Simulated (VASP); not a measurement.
The system is Co.

```
CELL_PARAMETERS angstrom
4.45786 0.00000 0.00000
0.00000 4.45786 0.00000
0.00000 0.00000 4.45786
ATOMIC_POSITIONS crystal
Co 0.00000 0.00000 0.00000
Co 0.50000 0.50000 0.50000
Co 0.25000 0.00000 0.50000
Co 0.75000 0.00000 0.50000
Co 0.50000 0.25000 0.00000
Co 0.50000 0.75000 0.00000
Co 0.00000 0.50000 0.25000
Co 0.00000 0.50000 0.75000
```

* Program: VASP 6.6.1
* Task: relaxation of cell and atoms
* Functional: LDA
* Potentials or basis: VASP PAW LDA potentials, release 64 (Co)
* Cutoff: 600 eV
* k mesh: 6 × 6 × 6
* Occupations: fermi-dirac, width 0.05 eV
* Spin: collinear spin, ferromagnetic start
* Starting moments: [1.7, 1.7, 1.7, 1.7, 1.7, 1.7, 1.7, 1.7] μB

At the start: pressure -17.9 GPa; volume 11.07 Å³/atom.

How do energy, volume and symmetry change on relaxing?

Over 4 steps the energy falls by 53.6 meV/atom and the volume is 10.20 Å³/atom (-7.9 %); space group Pm-3n (No. 223, to 0.1 Å) before and after; moment 12.49 μB per cell.

The path:
| step | energy change (eV) | largest force (eV/Å) | pressure (GPa) | volume (Å³) |
| --- | --- | --- | --- | --- |
| 1 | 0.0000 | 0.0000 | -17.93 | 88.59 |
| 2 | 0.3315 | 0.0000 | 33.48 | 73.63 |
| 3 | -0.4289 | 0.0000 | -0.55 | 81.72 |
| 4 | -0.4292 | 0.0000 | -0.10 | 81.57 |

Final structure:
```cif
data_structure
_symmetry_space_group_name_H-M 'P 1'
_symmetry_Int_Tables_number 1
_cell_length_a 4.3369
_cell_length_b 4.3369
_cell_length_c 4.3369
_cell_angle_alpha 90.000
_cell_angle_beta 90.000
_cell_angle_gamma 90.000
_cell_volume 81.57
loop_
_atom_site_label
_atom_site_type_symbol
_atom_site_fract_x
_atom_site_fract_y
_atom_site_fract_z
_atom_site_occupancy
Co1 Co 0.00000 0.00000 0.00000 1
Co2 Co 0.50000 0.50000 0.50000 1
Co3 Co 0.25000 0.00000 0.50000 1
Co4 Co 0.75000 0.00000 0.50000 1
Co5 Co 0.50000 0.25000 0.00000 1
Co6 Co 0.50000 0.75000 0.00000 1
Co7 Co 0.00000 0.50000 0.25000 1
Co8 Co 0.00000 0.50000 0.75000 1
```
